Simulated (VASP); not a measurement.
# Pb (P6_3/mmc) in VASP: notebook

The runs below take Pb through single point, relaxation of cell and atoms, with PBE.

All numbers are computed with VASP 6.6.1; they aren't measurements. Logs are shortened: lines on timing, memory, paths and dates and some standing lists are left out, and cuts for length are marked.

## (1) The cell of the first run

It takes space group P6_3/mmc (No. 194, hexagonal). The conventional cell has a = 3.554 Å, b = 3.554 Å, c = 5.828 Å, α = 90.00°, β = 90.00°, γ = 120.00°. Within 4.7 Å of Pb (site symmetry -6m2) lie 12 Pb at 3.55 to 3.56 Å.

This isn't the form of Pb at room conditions, which is fcc.

## (2) Single point, PBE (31.88 Å³/atom)

INCAR

```
PREC     = Accurate       # precision mode
ENCUT    = 520            # plane-wave cutoff, eV
EDIFF    = 1E-7           # SCF threshold, eV
ISMEAR   = -1             # smearing method
SIGMA    = 0.1            # smearing width, eV
LREAL    = False          # projectors in reciprocal space
LASPH    = True           # aspherical terms in the spheres
NELM     = 80             # most SCF steps
ALGO     = Normal         # electronic algorithm
ISIF     = 2              # what is computed and relaxed
LWAVE    = False          # write WAVECAR
LCHARG   = True           # write CHGCAR
GGA      = PE             # functional
LELF     = True           # ELF
LVHAR    = True         
NBANDS   = 21             # bands
```

KPOINTS

```
Automatic mesh
0
Gamma
  12 12 6
```

POSCAR

```
Pb
1.0
    3.5541969963      0.0000000000      0.0000000000
   -1.7770984982      3.0780248888      0.0000000000
    0.0000000000      0.0000000000      5.8279283018
Pb
2
Direct
    0.3333333333      0.6666666667      0.2500000000
    0.6666666667      0.3333333333      0.7500000000
```

Potentials or basis: VASP PAW PBE potentials, release 64 (Pb_d).

Run with:

```bash
$ cat potpaw_PBE.64/Pb_d/POTCAR > POTCAR
$ mpirun -np 1 vasp_std > vasp.out
```

OUTCAR:

```text
PREC = Accurate
   ENCUT = 520
   EDIFF = 1E-7
   ISMEAR = -1
   LREAL = False
   LASPH = True
   NELM = 80
   ISIF = 2
   GGA = PE

 ion  position               nearest neighbor table
   1  0.333  0.667  0.250-   2 3.56   2 3.56   2 3.56   2 3.56   2 3.56   2 3.56
   2  0.667  0.333  0.750-   1 3.56   1 3.56   1 3.56   1 3.56   1 3.56   1 3.56

  LATTYP: Found a hexagonal cell.
 ALAT       =     3.5541969963
 C/A-ratio  =     1.6397313677

  Lattice vectors:

 A1 = (   3.5541969963,   0.0000000000,   0.0000000000)
 A2 = (  -1.7770984982,   3.0780248888,   0.0000000000)
 A3 = (   0.0000000000,   0.0000000000,   5.8279283018)

Analysis of symmetry for initial positions (statically):
=====================================================================
 Subroutine PRICEL returns:
 Original cell was already a primitive cell.

 Routine SETGRP: Setting up the symmetry group for a
 hexagonal supercell.

 Subroutine GETGRP returns: Found 24 space group operations
 (whereof 12 operations were pure point group operations)
 out of a pool of 24 trial point group operations.

The static configuration has the point symmetry D_3d.
 The point group associated with its full space group is D_6h.

Analysis of symmetry for dynamics (positions and initial velocities):
=====================================================================
 Subroutine PRICEL returns:
 Original cell was already a primitive cell.

 Routine SETGRP: Setting up the symmetry group for a
 hexagonal supercell.

 Subroutine GETGRP returns: Found 24 space group operations
 (whereof 12 operations were pure point group operations)
 out of a pool of 24 trial point group operations.

The dynamic configuration has the point symmetry D_3d.
 The point group associated with its full space group is D_6h.

 Subroutine INISYM returns: Found 24 space group operations
 (whereof 12 operations are pure point group operations),
 and found     1 'primitive' translations

----------------------------------------------------------------------------------------

                                     Primitive cell

  volume of cell :      63.7570

  direct lattice vectors                    reciprocal lattice vectors
     3.554196996  0.000000000  0.000000000     0.281357505  0.162441831  0.000000000
    -1.777098498  3.078024889  0.000000000     0.000000000  0.324883663  0.000000000
     0.000000000  0.000000000  5.827928302     0.000000000  0.000000000  0.171587560

  length of vectors
     3.554196996  3.554196996  5.827928302     0.324883663  0.324883663  0.171587560

  position of ions in fractional coordinates (direct lattice)
     0.333333333  0.666666667  0.250000000
     0.666666667  0.333333333  0.750000000

  ion indices of the primitive-cell ions
   primitive index   ion index
                 1           1
                 2           2

----------------------------------------------------------------------------------------

 KPOINTS: Automatic mesh

Automatic generation of k-mesh.
 Grid dimensions read from file:
 generate k-points for:   12   12    6

 Generating k-lattice:

  Cartesian coordinates                     Fractional coordinates (reciprocal lattice)
     0.023446459  0.013536819  0.000000000     0.083333333  0.000000000  0.000000000
     0.000000000  0.027073639  0.000000000     0.000000000  0.083333333  0.000000000
     0.000000000  0.000000000  0.028597927     0.000000000  0.000000000  0.166666667

  Length of vectors
     0.027073639  0.027073639  0.028597927

  Shift w.r.t. Gamma in fractional coordinates (k-lattice)
     0.000000000  0.000000000  0.000000000

 Subroutine IBZKPT returns following result:
 ===========================================

 Found     76 irreducible k-points:

 Following reciprocal coordinates:
            Coordinates               Weight
  0.000000  0.000000  0.000000      1.000000
  0.083333  0.000000  0.000000      6.000000
  0.166667  0.000000  0.000000      6.000000
  0.250000  0.000000  0.000000      6.000000
  0.333333 -0.000000  0.000000      6.000000
  0.416667  0.000000  0.000000      6.000000
[... 16 lines left out ...]
  0.250000  0.000000  0.166667     12.000000
  0.333333 -0.000000  0.166667     12.000000
 [... further k-points ...]
   k-points           NKPTS =     76   k-points in BZ     NKDIM =     76   number of bands    NBANDS=     21
   number of dos      NEDOS =    301   number of ions     NIONS =      2
   total plane-waves  NPLWV =  37632
   dimension x,y,z NGX =    28 NGY =   28 NGZ =   48
   dimension x,y,z NGXF=    56 NGYF=   56 NGZF=   96
   ions per type =               2
   NGX,Y,Z   is equivalent  to a cutoff of  13.10, 13.10, 13.69 a.u.
   NGXF,Y,Z  is equivalent  to a cutoff of  26.19, 26.19, 27.38 a.u.
 SYSTEM =  unknown system
   PREC   = accura    normal or accurate (medium, high low for compatibility)
   ISTART =      0    job   : 0-new  1-cont  2-samecut
   ICHARG =      2    charge: 1-file 2-atom 10-const
   ISPIN  =      1    spin polarized calculation?
   LNONCOLLINEAR =      F non collinear calculations
   LSORBIT =      F    spin-orbit coupling
   LASPH  =      T    aspherical Exc in radial PAW
   ENCUT  =  520.0 eV  38.22 Ry    6.18 a.u.   6.61  6.61 10.84*2*pi/ulx,y,z
   NELM   =     80;   NELMIN=  2; NELMDL= -5     # of ELM steps
   EDIFF  = 0.1E-06   stopping-criterion for ELM
   LREAL  =      F    real-space projection
   EDIFFG = 0.1E-05   stopping-criterion for IOM
   NSW    =      0    number of steps for IOM
   IBRION =     -1    ionic relax: 0-MD 1-quasi-New 2-CG
   NFREE  =      0    steps in history (QN), initial steepest desc. (CG)
   ISIF   =      2    stress and relaxation
   ISYM   =      2    0-nonsym 1-usesym 2-fastsym
   POTIM  = 0.5000    time-step for ionic-motion
   TEBEG  =    0.0;   TEEND  =   0.0 temperature during run
   PSTRESS=    0.0 pullay stress
   NELECT =      28.0000    total number of electrons
   NUPDOWN=      -1.0000    fix difference up-down
   EMIN   =  10.00;   EMAX   =-10.00  energy-range for DOS
   EFERMI =   0.00;   METHOD = LEGACY
   ISMEAR =    -1;   SIGMA  =   0.10  broadening in eV -4-tet -1-fermi 0-gaus
   EFERMI_NEDOS =   21; number of points for ismear=-14 and -15
   IALGO  =     38    algorithm
   IMIX   =      4    mixing-type and parameters
     AMIX     =   0.40;   BMIX     =  1.00
     AMIX_MAG =   1.60;   BMIX_MAG =  1.00
  volume/ion in A,a.u.               =      31.88       215.13
  Fermi-wavevector in a.u.,A,eV,Ry     =   1.244376  2.351529 21.068230  1.548471
  Thomas-Fermi vector in A             =   2.378645
   LORBIT       =      0    0 simple, 1 ext, 2 COOP (PROOUT), +10 PAW based schemes
   GGA     = PE    functional components
   LHFCALC =     F    Hartree Fock is set to
   AEXX    =    0.0000 exact exchange contribution
   IVDW    =     0    specifies the selected vdW correction
   LEPSILON=     F    determine dielectric tensor
   LRPA    =     F    only Hartree local field effects (RPA)
 non-spin polarized calculation
  energy-cutoff  :      520.00
  volume of cell :       63.76
 maximum number of plane-waves:      1761
 NGX is ok and might be reduce to    28
   NGX = 13   NGY = 13   NGZ = 21

 number of electron      28.0000000 magnetization

 Free energy of the ion-electron system (eV)
  ---------------------------------------------------
  ext. energy  EPLUGINS =         0.00000000
  ---------------------------------------------------
  free energy    TOTEN  =        -7.12198216 eV

  energy without entropy =       -7.08287650  energy(sigma->0) =       -7.10242933

 E-fermi :   6.7268     XC(G=0):  -9.9492

 val. band max:        6.7197645357   @ k =   0.4167   0.1667   0.3333
 cond. band min:       6.7488049754   @ k =   0.2500   0.0000   0.5000
 fundamental gap:      0.0290404397
 Fermi energy:         6.7267648491

 k-point     1 :       0.0000    0.0000    0.0000
  band No.  band energies     occupation
      1     -10.3333      2.00000
      2     -10.3167      2.00000
      3     -10.2944      2.00000
      4     -10.2944      2.00000
      5     -10.2773      2.00000
      6     -10.2773      2.00000
[... 13 lines left out ...]
     20      15.7112      0.00000
     21      18.1008      0.00000

 k-point     2 :       0.0833    0.0000    0.0000
  band No.  band energies     occupation
      1     -10.3317      2.00000
      2     -10.3171      2.00000
      3     -10.2857      2.00000
      4     -10.2802      2.00000
      5     -10.2736      2.00000
      6     -10.2634      2.00000
[... 13 lines left out ...]
     20      16.1692      0.00000
     21      17.4456      0.00000

 k-point     3 :       0.1667    0.0000    0.0000
  band No.  band energies     occupation
      1     -10.3516      2.00000
      2     -10.2982      2.00000
      3     -10.2812      2.00000
      4     -10.2585      2.00000
      5     -10.2513      2.00000
      6     -10.2412      2.00000
[... 13 lines left out ...]
     20      16.4406      0.00000
     21      17.1555      0.00000

 k-point     4 :       0.2500    0.0000    0.0000
  band No.  band energies     occupation
      1     -10.3806      2.00000
      2     -10.2971      2.00000
      3     -10.2873      2.00000
      4     -10.2686      2.00000
      5     -10.2579      2.00000
      6     -10.1898      2.00000
[... 13 lines left out ...]
     20      15.7790      0.00000
     21      16.9565      0.00000

 k-point     5 :       0.3333   -0.0000    0.0000
  band No.  band energies     occupation
      1     -10.4083      2.00000
      2     -10.3186      2.00000
      3     -10.3084      2.00000
      4     -10.2846      2.00000
      5     -10.2253      2.00000
      6     -10.1829      2.00000
[... 13 lines left out ...]
     20      15.2944      0.00000
     21      16.6543      0.00000

 k-point     6 :       0.4167    0.0000    0.0000
  band No.  band energies     occupation
      1     -10.4280      2.00000
      2     -10.3430      2.00000
      3     -10.3181      2.00000
      4     -10.2959      2.00000
      5     -10.2014      2.00000
      6     -10.2005      2.00000
[... 13 lines left out ...]
     20      14.9787      0.00000
     21      16.4658      0.00000

 k-point     7 :       0.5000    0.0000    0.0000
  band No.  band energies     occupation
      1     -10.4351      2.00000
      2     -10.3521      2.00000
      3     -10.3218      2.00000
      4     -10.2999      2.00000
      5     -10.2066      2.00000
      6     -10.1927      2.00000
[... 13 lines left out ...]
     20      14.8701      0.00000
     21      16.4031      0.00000
[... 291 lines left out ...]
      1     -10.3309      2.00000
      2     -10.3164      2.00000
      3     -10.3020      2.00000
      4     -10.3020      2.00000
      5     -10.2823      2.00000
      6     -10.2823      2.00000
[... 13 lines left out ...]
     20      15.8118      0.00000
     21      17.5050      0.00000

 k-point    21 :       0.0833    0.0000    0.1667
  band No.  band energies     occupation
      1     -10.3304      2.00000
      2     -10.3150      2.00000
      3     -10.2981      2.00000
      4     -10.2896      2.00000
      5     -10.2788      2.00000
      6     -10.2685      2.00000
[... 13 lines left out ...]
     20      16.1263      0.00000
     21      17.4529      0.00000

 k-point    22 :       0.1667    0.0000    0.1667
  band No.  band energies     occupation
      1     -10.3491      2.00000
      2     -10.3009      2.00000
      3     -10.2966      2.00000
      4     -10.2638      2.00000
      5     -10.2632      2.00000
      6     -10.2306      2.00000
[... 13 lines left out ...]
     20      16.2374      0.00000
     21      16.4807      0.00000

 k-point    23 :       0.2500    0.0000    0.1667
  band No.  band energies     occupation
      1     -10.3766      2.00000
      2     -10.3085      2.00000
      3     -10.3016      2.00000
      4     -10.2617      2.00000
      5     -10.2410      2.00000
      6     -10.1973      2.00000
[... 13 lines left out ...]
     20      15.1561      0.00000
     21      16.0369      0.00000

 k-point    24 :       0.3333   -0.0000    0.1667
  band No.  band energies     occupation
      1     -10.4026      2.00000
      2     -10.3315      2.00000
      3     -10.3144      2.00000
      4     -10.2730      2.00000
      5     -10.2236      2.00000
      6     -10.1926      2.00000
[... 13 lines left out ...]
     20      14.5246      0.00000
     21      16.2293      0.00000

 [... further k-points ...]

------------------------ aborting loop because EDIFF is reached ----------------------------------------

  FORCE on cell =-STRESS in cart. coord.  units (eV):
  Direction    XX          YY          ZZ          XY          YZ          ZX
  --------------------------------------------------------------------------------------
  -------------------------------------------------------------------------------------
  Total       -0.0927878     -0.0927878      0.0206226      0.0000000      0.0000000     -0.0000000
  in kB       -2.3317050     -2.3317050      0.5182349      0.0000000      0.0000000     -0.0000000
  external PRESSURE =      -1.3817250 kB  Pullay stress =       0.0000000 kB

 VOLUME and BASIS-vectors are now :
 -----------------------------------------------------------------------------
  energy-cutoff  :      520.00
  volume of cell :       63.76
      direct lattice vectors                 reciprocal lattice vectors
     3.554196996  0.000000000  0.000000000     0.281357505  0.162441831  0.000000000
    -1.777098498  3.078024889  0.000000000     0.000000000  0.324883663  0.000000000
     0.000000000  0.000000000  5.827928302     0.000000000  0.000000000  0.171587560

 POSITION                                       TOTAL-FORCE (eV/Angst)
 -----------------------------------------------------------------------------------
     -0.00000      2.05202      1.45698        -0.000000      0.000000      0.000000
      1.77710      1.02601      4.37095         0.000000     -0.000000      0.000000
 -----------------------------------------------------------------------------------
    total drift:                               -0.000000      0.000000      0.000000

  FREE ENERGIE OF THE ION-ELECTRON SYSTEM (eV)
  ---------------------------------------------------
  free  energy   TOTEN  =        -7.1219821603 eV

  energy  without entropy=       -7.0828764966  energy(sigma->0) =       -7.10242933
```

It took 2.7 min on 1 thread of Intel Xeon 8259CL, shared host; peak memory 0.23 GiB.

Results:

```yaml
Free_energy: -7.1220 eV
Pressure: -0.1 GPa
Band_gap_on_the_k_mesh: zero (bands 14 and 15 overlap by 7.47 eV)
```

Stress tensor (GPa, compression positive):
```
-0.23  0.00  0.00
 0.00 -0.23  0.00
 0.00  0.00  0.05
```

Levels at points of the mesh, in eV from the Fermi level:
```tsv
k point	band 12	band 13	band 14	band 15	band 16	band 17
(0.00, 0.00, 0.00)	-8.12	-3.96	5.34	5.34	6.99	6.99
(0.50, 0.00, 0.00)	-7.10	-2.85	-1.45	-0.43	1.70	2.03
(0.00, 0.00, 0.50)	-10.30	0.63	0.63	6.13	6.13	6.13
(0.50, 0.00, 0.50)	-7.53	-3.47	-3.47	3.30	3.30	3.32
```

Caveat: spin-orbit coupling is left out, which moves the levels of the heavy elements.

## (3) Single point, PBE (33.15 Å³/atom)

This run uses another cell than the first one, of 33.15 Å³/atom.

INCAR

```
SYSTEM = Pb
PREC = Accurate ; ENCUT = 520
EDIFF = 1E-7 ; ISMEAR = -1
SIGMA = 0.1 ; LREAL = .FALSE.
LASPH = .TRUE. ; NELM = 80
ALGO = Normal ; ISIF = 2
LWAVE = .FALSE. ; LCHARG = .TRUE.
GGA = PE ; LELF = .TRUE.
LVHAR = .TRUE. ; NBANDS = 21
```

KPOINTS

```
Automatic mesh
0
G
  12 12 6
  0 0 0
```

POSCAR

```
Pb
1.0
    3.6009681098      0.0000000000      0.0000000000
   -1.8004840549      3.1185298613      0.0000000000
    0.0000000000      0.0000000000      5.9046203638
Pb
2
Direct
    0.3333333333      0.6666666667      0.2500000000
    0.6666666667      0.3333333333      0.7500000000
```

Potentials or basis: VASP PAW PBE potentials, release 64 (Pb_d).

Run with:

```bash
$ cat potpaw_PBE.64/Pb_d/POTCAR > POTCAR
$ mpirun -np 1 vasp_std > vasp.out
```

Run time: 2.6 min. Hardware: 1 thread of Intel Xeon 8259CL, shared host; peak memory 0.23 GiB.

The run converged. Its results:

```
Free energy            : -7.1096 eV
Pressure               : -1.5 GPa
Band gap on the k mesh : zero (bands 14 and 15 overlap by 7.14 eV)
```

Stress tensor (GPa, compression positive):
```
-1.62  0.00  0.00
 0.00 -1.62  0.00
 0.00  0.00 -1.34
```

Levels at points of the mesh, in eV from the Fermi level:
```
           k point  band 10  band 11  band 12  band 13  band 14  band 15  band 16  band 17  band 18  band 19
(0.00, 0.00, 0.00)   -16.82   -11.18    -8.08    -3.78     5.13     5.13     6.70     6.70     6.77     8.27
(0.50, 0.00, 0.00)   -16.80    -8.17    -7.10    -2.77    -1.39    -0.39     1.68     1.98     5.10     5.94
(0.00, 0.00, 0.50)   -16.87   -10.11   -10.11     0.58     0.58     5.88     5.88     5.88     5.88     9.01
(0.50, 0.00, 0.50)   -16.80    -7.53    -7.53    -3.31    -3.31     3.18     3.18     3.20     3.20     6.61
```

Caveat: spin-orbit coupling is left out, which moves the levels of the heavy elements.

## (4) Single point, PBE (34.43 Å³/atom)

This run uses another cell than the first one, of 34.43 Å³/atom.

INCAR

```
ALGO = Normal ; EDIFF = 1E-6
ENCUT = 520 ; GGA = PE
ISIF = 2 ; ISMEAR = -1
LASPH = True ; LCHARG = False
LREAL = False ; LWAVE = False
NBANDS = 21 ; NELM = 80
PREC = Accurate ; SIGMA = 0.1
```

KPOINTS

```
k-points
0
Gamma
  12 12 6
```

POSCAR

```
Pb
1.0
    3.6465548240      0.0000000000      0.0000000000
   -1.8232774120      3.1580091139      0.0000000000
    0.0000000000      0.0000000000      5.9793703290
Pb
2
Direct
    0.3333333333      0.6666666667      0.2500000000
    0.6666666667      0.3333333333      0.7500000000
```

Run with:

```bash
$ cat potpaw_PBE.64/Pb_d/POTCAR > POTCAR
$ mpirun -np 1 vasp_std > vasp.out
```

Wall time 2.6 min (1 thread of Intel Xeon 8259CL, shared host); peak memory 0.24 GiB.

Results (log left out):

* Free energy: -7.0774 eV
* Pressure: -2.6 GPa
* Band gap on the k mesh: zero (bands 14 and 15 overlap by 6.84 eV)

Stress tensor (GPa, compression positive):
```
-2.71  0.00  0.00
 0.00 -2.71  0.00
 0.00  0.00 -2.43
```

Levels at points of the mesh, in eV from the Fermi level:
| k point | band 12 | band 13 | band 14 | band 15 | band 16 | band 17 |
| --- | --- | --- | --- | --- | --- | --- |
| (0.00, 0.00, 0.00) | -8.05 | -3.61 | 4.93 | 4.93 | 6.42 | 6.42 |
| (0.50, 0.00, 0.00) | -7.12 | -2.69 | -1.33 | -0.35 | 1.66 | 1.94 |
| (0.00, 0.00, 0.50) | -9.94 | 0.52 | 0.52 | 5.64 | 5.64 | 5.64 |
| (0.50, 0.00, 0.50) | -7.53 | -3.16 | -3.16 | 3.06 | 3.06 | 3.10 |

Caveat: spin-orbit coupling is left out, which moves the levels of the heavy elements.

(Part 1 of 2 ends here.)

The gap in the log of VASP goes by the Fermi energy; the results here count the filled bands.